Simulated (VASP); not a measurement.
# Os (Fd-3m) in VASP: notebook

Runs on Os. Level: RPBE. Tasks: single point.

Everything below comes from runs of VASP 6.6.1. Logs are shortened: lines on timing, memory, paths and dates and some standing lists are left out, and cuts for length are marked.

## 1. The cell of the first run

It takes space group Fd-3m (No. 227, cubic). Conventional cell: a = 5.581 Å, b = 5.581 Å, c = 5.581 Å, α = 90.00°, β = 90.00°, γ = 90.00°. Within 3.2 Å of Os (site symmetry -43m) lie 4 Os at 2.42 Å.

This isn't the form of Os at room conditions, which is hcp.

## 2. Single point, RPBE

The input, INCAR:

```
PREC = Accurate
ENCUT = 560
EDIFF = 1E-6
ISMEAR = -1
SIGMA = 0.1
LREAL = False
LASPH = True
NELM = 120
ALGO = Normal
ISIF = 2
LWAVE = False
LCHARG = False
GGA = RP
NBANDS = 23
GGA_COMPAT = False
```

The input, KPOINTS:

```
Automatic mesh
0
Gamma
  10 10 10
```

The input, POSCAR:

```
Os
1.0
    0.0000000000      2.7903079534      2.7903079534
    2.7903079534      0.0000000000      2.7903079534
    2.7903079534      2.7903079534      0.0000000000
Os
2
Direct
    0.1250000000      0.1250000000      0.1250000000
    0.8750000000      0.8750000000      0.8750000000
```

Potentials or basis: VASP PAW PBE potentials, release 64 (Os_sv_GW).

Started as:

```
cat potpaw_PBE.64/Os_sv_GW/POTCAR > POTCAR
mpirun -np 1 vasp_std > vasp.out
```

OUTCAR:

```text
PREC = Accurate
   ENCUT = 560
   EDIFF = 1E-6
   ISMEAR = -1
   LREAL = False
   LASPH = True
   NELM = 120
   ISIF = 2
   GGA = RP

 ion  position               nearest neighbor table
   1  0.125  0.125  0.125-   2 2.42   2 2.42   2 2.42   2 2.42
   2  0.875  0.875  0.875-   1 2.42   1 2.42   1 2.42   1 2.42

  LATTYP: Found a face centered cubic cell.
 ALAT       =     5.5806159068

  Lattice vectors:

 A1 = (   0.0000000000,   2.7903079534,   2.7903079534)
 A2 = (   2.7903079534,   0.0000000000,   2.7903079534)
 A3 = (   2.7903079534,   2.7903079534,   0.0000000000)

Analysis of symmetry for initial positions (statically):
=====================================================================
 Subroutine PRICEL returns:
 Original cell was already a primitive cell.

 Routine SETGRP: Setting up the symmetry group for a
 face centered cubic supercell.

 Subroutine GETGRP returns: Found 48 space group operations
 (whereof 12 operations were pure point group operations)
 out of a pool of 48 trial point group operations.

The static configuration has the point symmetry D_3d.
 The point group associated with its full space group is O_h .

Analysis of symmetry for dynamics (positions and initial velocities):
=====================================================================
 Subroutine PRICEL returns:
 Original cell was already a primitive cell.

 Routine SETGRP: Setting up the symmetry group for a
 face centered cubic supercell.

 Subroutine GETGRP returns: Found 48 space group operations
 (whereof 12 operations were pure point group operations)
 out of a pool of 48 trial point group operations.

The dynamic configuration has the point symmetry D_3d.
 The point group associated with its full space group is O_h .

 Subroutine INISYM returns: Found 48 space group operations
 (whereof 12 operations are pure point group operations),
 and found     1 'primitive' translations

----------------------------------------------------------------------------------------

                                     Primitive cell

  volume of cell :      43.4497

  direct lattice vectors                    reciprocal lattice vectors
     0.000000000  2.790307953  2.790307953    -0.179191691  0.179191691  0.179191691
     2.790307953  0.000000000  2.790307953     0.179191691 -0.179191691  0.179191691
     2.790307953  2.790307953  0.000000000     0.179191691  0.179191691 -0.179191691

  length of vectors
     3.946091351  3.946091351  3.946091351     0.310369113  0.310369113  0.310369113

  position of ions in fractional coordinates (direct lattice)
     0.125000000  0.125000000  0.125000000
     0.875000000  0.875000000  0.875000000

  ion indices of the primitive-cell ions
   primitive index   ion index
                 1           1
                 2           2

----------------------------------------------------------------------------------------

 KPOINTS: Automatic mesh

Automatic generation of k-mesh.
 Grid dimensions read from file:
 generate k-points for:   10   10   10

 Generating k-lattice:

  Cartesian coordinates                     Fractional coordinates (reciprocal lattice)
    -0.017919169  0.017919169  0.017919169     0.100000000  0.000000000  0.000000000
     0.017919169 -0.017919169  0.017919169     0.000000000  0.100000000  0.000000000
     0.017919169  0.017919169 -0.017919169     0.000000000  0.000000000  0.100000000

  Length of vectors
     0.031036911  0.031036911  0.031036911

  Shift w.r.t. Gamma in fractional coordinates (k-lattice)
     0.000000000  0.000000000  0.000000000

 Subroutine IBZKPT returns following result:
 ===========================================

 Found     47 irreducible k-points:

 Following reciprocal coordinates:
            Coordinates               Weight
  0.000000  0.000000  0.000000      1.000000
  0.100000  0.000000  0.000000      8.000000
  0.200000  0.000000  0.000000      8.000000
  0.300000  0.000000  0.000000      8.000000
  0.400000  0.000000  0.000000      8.000000
  0.500000  0.000000  0.000000      4.000000
[... 16 lines left out ...]
  0.300000  0.300000  0.000000      6.000000
  0.400000  0.300000  0.000000     24.000000
 [... further k-points ...]
   k-points           NKPTS =     47   k-points in BZ     NKDIM =     47   number of bands    NBANDS=     23
   number of dos      NEDOS =    301   number of ions     NIONS =      2
   total plane-waves  NPLWV =  27000
   dimension x,y,z NGX =    30 NGY =   30 NGZ =   30
   dimension x,y,z NGXF=    60 NGYF=   60 NGZF=   60
   ions per type =               2
   NGX,Y,Z   is equivalent  to a cutoff of  12.64, 12.64, 12.64 a.u.
   NGXF,Y,Z  is equivalent  to a cutoff of  25.28, 25.28, 25.28 a.u.
 SYSTEM =  unknown system
   PREC   = accura    normal or accurate (medium, high low for compatibility)
   ISTART =      0    job   : 0-new  1-cont  2-samecut
   ICHARG =      2    charge: 1-file 2-atom 10-const
   ISPIN  =      1    spin polarized calculation?
   LNONCOLLINEAR =      F non collinear calculations
   LSORBIT =      F    spin-orbit coupling
   LASPH  =      T    aspherical Exc in radial PAW
   ENCUT  =  560.0 eV  41.16 Ry    6.42 a.u.   7.61  7.61  7.61*2*pi/ulx,y,z
   NELM   =    120;   NELMIN=  2; NELMDL= -5     # of ELM steps
   EDIFF  = 0.1E-05   stopping-criterion for ELM
   LREAL  =      F    real-space projection
   EDIFFG = 0.1E-04   stopping-criterion for IOM
   NSW    =      0    number of steps for IOM
   IBRION =     -1    ionic relax: 0-MD 1-quasi-New 2-CG
   NFREE  =      0    steps in history (QN), initial steepest desc. (CG)
   ISIF   =      2    stress and relaxation
   ISYM   =      2    0-nonsym 1-usesym 2-fastsym
   POTIM  = 0.5000    time-step for ionic-motion
   TEBEG  =    0.0;   TEEND  =   0.0 temperature during run
   PSTRESS=    0.0 pullay stress
   NELECT =      32.0000    total number of electrons
   NUPDOWN=      -1.0000    fix difference up-down
   EMIN   =  10.00;   EMAX   =-10.00  energy-range for DOS
   EFERMI =   0.00;   METHOD = LEGACY
   ISMEAR =    -1;   SIGMA  =   0.10  broadening in eV -4-tet -1-fermi 0-gaus
   EFERMI_NEDOS =   21; number of points for ismear=-14 and -15
   IALGO  =     38    algorithm
   IMIX   =      4    mixing-type and parameters
     AMIX     =   0.40;   BMIX     =  1.00
     AMIX_MAG =   1.60;   BMIX_MAG =  1.00
  volume/ion in A,a.u.               =      21.72       146.61
  Fermi-wavevector in a.u.,A,eV,Ry     =   1.478414  2.793797 29.738356  2.185708
  Thomas-Fermi vector in A             =   2.592698
   LORBIT       =      0    0 simple, 1 ext, 2 COOP (PROOUT), +10 PAW based schemes
   GGA     = RP    functional components
   LHFCALC =     F    Hartree Fock is set to
   AEXX    =    0.0000 exact exchange contribution
   IVDW    =     0    specifies the selected vdW correction
   LEPSILON=     F    determine dielectric tensor
   LRPA    =     F    only Hartree local field effects (RPA)
 non-spin polarized calculation
  energy-cutoff  :      560.00
  volume of cell :       43.45
 maximum number of plane-waves:      1326
   NGX = 15   NGY = 15   NGZ = 15

 number of electron      32.0000001 magnetization

 Free energy of the ion-electron system (eV)
  ---------------------------------------------------
  ext. energy  EPLUGINS =         0.00000000
  ---------------------------------------------------
  free energy    TOTEN  =       -20.93861395 eV

  energy without entropy =      -20.88022548  energy(sigma->0) =      -20.90941972

 E-fermi :   7.1542     XC(G=0): -11.4174

 val. band max:        7.1534104553   @ k =   0.3000   0.2000   0.1000
 cond. band min:       7.1740447771   @ k =   0.3000   0.2000   0.0000
 fundamental gap:      0.0206343218
 Fermi energy:         7.1542298821

 k-point     1 :       0.0000    0.0000    0.0000
  band No.  band energies     occupation
      1     -79.1488      2.00000
      2     -78.8758      2.00000
      3     -38.8389      2.00000
      4     -38.8389      2.00000
      5     -38.8389      2.00000
      6     -38.0184      2.00000
[... 15 lines left out ...]
     22      19.7089      0.00000
     23      19.7089      0.00000

 k-point     2 :       0.1000    0.0000    0.0000
  band No.  band energies     occupation
      1     -79.1436      2.00000
      2     -78.8817      2.00000
      3     -38.8487      2.00000
      4     -38.8487      2.00000
      5     -38.8371      2.00000
      6     -38.0214      2.00000
[... 15 lines left out ...]
     22      19.6248      0.00000
     23      19.6277      0.00000

 k-point     3 :       0.2000    0.0000    0.0000
  band No.  band energies     occupation
      1     -79.1302      2.00000
      2     -78.8959      2.00000
      3     -38.8711      2.00000
      4     -38.8711      2.00000
      5     -38.8308      2.00000
      6     -38.0304      2.00000
[... 15 lines left out ...]
     22      18.7706      0.00000
     23      18.7706      0.00000

 k-point     4 :       0.3000    0.0000    0.0000
  band No.  band energies     occupation
      1     -79.1105      2.00000
      2     -78.9160      2.00000
      3     -38.8972      2.00000
      4     -38.8972      2.00000
      5     -38.8224      2.00000
      6     -38.0403      2.00000
[... 15 lines left out ...]
     22      17.7225      0.00000
     23      17.7225      0.00000

 k-point     5 :       0.4000    0.0000    0.0000
  band No.  band energies     occupation
      1     -79.0905      2.00000
      2     -78.9358      2.00000
      3     -38.9171      2.00000
      4     -38.9171      2.00000
      5     -38.8158      2.00000
      6     -38.0480      2.00000
[... 15 lines left out ...]
     22      17.0026      0.00000
     23      17.0026      0.00000

 k-point     6 :       0.5000    0.0000    0.0000
  band No.  band energies     occupation
      1     -79.0812      2.00000
      2     -78.9454      2.00000
      3     -38.9248      2.00000
      4     -38.9248      2.00000
      5     -38.8131      2.00000
      6     -38.0515      2.00000
[... 15 lines left out ...]
     22      16.7494      0.00000
     23      16.8899      0.00000

 k-point     7 :       0.1000    0.1000    0.0000
  band No.  band energies     occupation
      1     -79.1418      2.00000
      2     -78.8832      2.00000
      3     -38.8588      2.00000
      4     -38.8588      2.00000
      5     -38.8202      2.00000
      6     -38.0391      2.00000
[... 353 lines left out ...]
     22      15.2306      0.00000
     23      17.8086      0.00000

 k-point    21 :      -0.3000    0.2000    0.0000
  band No.  band energies     occupation
      1     -79.0815      2.00000
      2     -78.9451      2.00000
      3     -38.9883      2.00000
      4     -38.9246      2.00000
      5     -38.7118      2.00000
      6     -38.1511      2.00000
[... 15 lines left out ...]
     22      16.3251      0.00000
     23      17.8867      0.00000

 k-point    22 :      -0.2000    0.2000    0.0000
  band No.  band energies     occupation
      1     -79.1027      2.00000
      2     -78.9241      2.00000
      3     -38.9574      2.00000
      4     -38.8986      2.00000
      5     -38.7575      2.00000
      6     -38.1051      2.00000
[... 15 lines left out ...]
     22      17.7348      0.00000
     23      17.8476      0.00000

 k-point    23 :       0.3000    0.3000    0.0000
  band No.  band energies     occupation
      1     -79.0933      2.00000
      2     -78.9332      2.00000
      3     -38.9577      2.00000
      4     -38.9577      2.00000
      5     -38.6746      2.00000
      6     -38.1938      2.00000
[... 15 lines left out ...]
     22      14.2422      0.00000
     23      17.1280      0.00000

 k-point    24 :       0.4000    0.3000    0.0000
  band No.  band energies     occupation
      1     -79.0736      2.00000
      2     -78.9529      2.00000
      3     -38.9830      2.00000
      4     -38.9764      2.00000
      5     -38.6241      2.00000
      6     -38.2450      2.00000
[... 15 lines left out ...]
     22      13.4214      0.00000
     23      17.5482      0.00000

 [... further k-points ...]

------------------------ aborting loop because EDIFF is reached ----------------------------------------

  FORCE on cell =-STRESS in cart. coord.  units (eV):
  Direction    XX          YY          ZZ          XY          YZ          ZX
  --------------------------------------------------------------------------------------
  -------------------------------------------------------------------------------------
  Total       -0.1962517     -0.1962517     -0.1962517      0.0000000     -0.0000000     -0.0000000
  in kB       -7.2366510     -7.2366510     -7.2366510      0.0000000     -0.0000000     -0.0000000
  external PRESSURE =      -7.2366510 kB  Pullay stress =       0.0000000 kB

 VOLUME and BASIS-vectors are now :
 -----------------------------------------------------------------------------
  energy-cutoff  :      560.00
  volume of cell :       43.45
      direct lattice vectors                 reciprocal lattice vectors
     0.000000000  2.790307953  2.790307953    -0.179191691  0.179191691  0.179191691
     2.790307953  0.000000000  2.790307953     0.179191691 -0.179191691  0.179191691
     2.790307953  2.790307953  0.000000000     0.179191691  0.179191691 -0.179191691

 POSITION                                       TOTAL-FORCE (eV/Angst)
 -----------------------------------------------------------------------------------
      0.69758      0.69758      0.69758         0.000000      0.000000      0.000000
      4.88304      4.88304      4.88304        -0.000000     -0.000000     -0.000000
 -----------------------------------------------------------------------------------
    total drift:                               -0.000000      0.000000      0.000000

  FREE ENERGIE OF THE ION-ELECTRON SYSTEM (eV)
  ---------------------------------------------------
  free  energy   TOTEN  =       -20.9386139506 eV

  energy  without entropy=      -20.8802254800  energy(sigma->0) =      -20.90941972
```

It took 34 s on 1 thread of Intel Xeon 6975P-C (Granite Rapids), shared host; peak memory 0.19 GiB.

What came out:

```
Free energy            : -20.9386 eV
Pressure               : -0.7 GPa
Band gap on the k mesh : zero (bands 16 and 17 overlap by 1.09 eV)
```

Levels at points of the mesh, in eV from the Fermi level:
| k point | band 12 | band 13 | band 14 | band 15 | band 16 | band 17 | band 18 | band 19 | band 20 | band 21 |
| --- | --- | --- | --- | --- | --- | --- | --- | --- | --- | --- |
| (0.00, 0.00, 0.00) | -3.50 | -3.50 | -3.50 | -0.53 | -0.53 | -0.53 | 2.46 | 2.46 | 11.05 | 11.14 |
| (0.50, 0.00, 0.00) | -3.74 | -3.73 | -3.73 | -1.46 | 0.34 | 0.34 | 1.78 | 1.78 | 2.80 | 9.60 |
| (0.50, 0.50, 0.00) | -3.69 | -2.81 | -2.81 | -1.27 | -1.27 | 2.14 | 2.14 | 3.31 | 3.31 | 4.19 |

Caveat: the PAW data sets were made with another functional, which shifts forces and pressure a little; spin-orbit coupling is left out, which moves the levels of the heavy elements.

## 3. Single point, RPBE (19.99 Å³/atom)

This run uses another cell than the first one, of 19.99 Å³/atom.

The input, INCAR:

```
PREC = Accurate ; ENCUT = 560
EDIFF = 1E-6 ; ISMEAR = -1
SIGMA = 0.1 ; LREAL = F
LASPH = T ; NELM = 120
ALGO = Normal ; ISIF = 2
LWAVE = F ; LCHARG = F
GGA = RP ; NBANDS = 23
GGA_COMPAT = F
```

The input, KPOINTS:

```
Automatic mesh
0
Gamma
  11 11 11
```

The input, POSCAR:

```
Os
1.0
    0.0000000000      2.7138223372      2.7138223372
    2.7138223372      0.0000000000      2.7138223372
    2.7138223372      2.7138223372      0.0000000000
Os
2
Direct
    0.1250000000      0.1250000000      0.1250000000
    0.8750000000      0.8750000000      0.8750000000
```

Potentials or basis: VASP PAW PBE potentials, release 64 (Os_sv_GW).

Started as:

```
cat potpaw_PBE.64/Os_sv_GW/POTCAR > POTCAR
mpirun -np 1 vasp_std > vasp.out
```

OUTCAR:

```text
PREC = Accurate
   ENCUT = 560
   EDIFF = 1E-6
   ISMEAR = -1
   LREAL = F
   LASPH = T
   NELM = 120
   ISIF = 2
   GGA = RP

 ion  position               nearest neighbor table
   1  0.125  0.125  0.125-   2 2.35   2 2.35   2 2.35   2 2.35
   2  0.875  0.875  0.875-   1 2.35   1 2.35   1 2.35   1 2.35

  LATTYP: Found a face centered cubic cell.
 ALAT       =     5.4276446744

  Lattice vectors:

[... 809 lines left out ...]
     23      20.2114      0.00000

 [... further k-points ...]

------------------------ aborting loop because EDIFF is reached ----------------------------------------

  FORCE on cell =-STRESS in cart. coord.  units (eV):
  Direction    XX          YY          ZZ          XY          YZ          ZX
  --------------------------------------------------------------------------------------
  -------------------------------------------------------------------------------------
  Total        4.8010425      4.8010425      4.8010425     -0.0000000     -0.0000000      0.0000000
  in kB      192.4296084    192.4296084    192.4296084     -0.0000000     -0.0000000      0.0000000
  external PRESSURE =     192.4296084 kB  Pullay stress =       0.0000000 kB

 VOLUME and BASIS-vectors are now :
 -----------------------------------------------------------------------------
  energy-cutoff  :      560.00
  volume of cell :       39.97
      direct lattice vectors                 reciprocal lattice vectors
     0.000000000  2.713822337  2.713822337    -0.184241980  0.184241980  0.184241980
     2.713822337  0.000000000  2.713822337     0.184241980 -0.184241980  0.184241980
     2.713822337  2.713822337  0.000000000     0.184241980  0.184241980 -0.184241980

 POSITION                                       TOTAL-FORCE (eV/Angst)
 -----------------------------------------------------------------------------------
      0.67846      0.67846      0.67846        -0.000000     -0.000000      0.000000
      4.74919      4.74919      4.74919         0.000000      0.000000     -0.000000
 -----------------------------------------------------------------------------------
    total drift:                               -0.000000      0.000000      0.000000

  FREE ENERGIE OF THE ION-ELECTRON SYSTEM (eV)
  ---------------------------------------------------
  free  energy   TOTEN  =       -20.7268627680 eV

  energy  without entropy=      -20.6722608170  energy(sigma->0) =      -20.69956179
```

stdout:

```text
POSCAR found type information on POSCAR Os
 POSCAR found :  1 types and       2 ions
 scaLAPACK will be used
 -----------------------------------------------------------------------------
|                                                                             |
|                                                                             |
|     You enforced a specific xc type in the INCAR file but a different       |
|     I HOPE YOU KNOW WHAT YOU ARE DOING!                                     |
|                                                                             |
 -----------------------------------------------------------------------------

 LDA part: xc-table for (Slater+PW92), standard interpolation
 POSCAR, INCAR and KPOINTS ok, starting setup
 FFT: planning ... GRIDC
 FFT: planning ... GRID_SOFT
 FFT: planning ... GRID
 WAVECAR not read
 entering main loop
```

It took 23 s on 1 thread of Intel Xeon 6975P-C (Granite Rapids), shared host; peak memory 0.2 GiB.

What came out:

| Property | Result |
| --- | --- |
| Free energy | -20.7269 eV |
| Pressure | 19.2 GPa |
| Band gap on the k mesh | zero (bands 16 and 17 overlap by 1.07 eV) |

Caveat: the cell stands under pressure; the PAW data sets were made with another functional, which shifts forces and pressure a little; spin-orbit coupling is left out, which moves the levels of the heavy elements.

The gap in the log of VASP goes by the Fermi energy; the results here count the filled bands.